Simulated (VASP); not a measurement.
Ta:

```xyz
1
Lattice="-1.6277 1.6277 1.6277 1.6277 -1.6277 1.6277 1.6277 1.6277 -1.6277" Properties=species:S:1:pos:R:3 pbc="T T T"
Ta    0.0000    0.0000    0.0000
```

Base run:

| Quantity | Value |
| --- | --- |
| Program | VASP 6.6.1 |
| Functional | LDA |
| Potentials or basis | VASP PAW LDA potentials, release 64 (Ta_sv_GW) |
| Cutoff | 500 eV |
| k mesh | 8 × 8 × 8 |
| Occupations | fermi-dirac, width 0.1 eV |
| Spin | no spin polarisation |

Its results: band gap on the k mesh zero (an odd number of electrons rules out a gap without spin polarisation); pressure -2.2 GPa.

Q: The run is repeated on the same cell with these changes: k mesh from 8 × 8 × 8 to 4 × 4 × 4. What comes out?

A: Band gap on the k mesh zero (an odd number of electrons rules out a gap without spin polarisation); pressure 0.6 GPa.

Caveats: some runs use coarse meshes; spin-orbit coupling is left out, which moves the levels of the heavy elements.
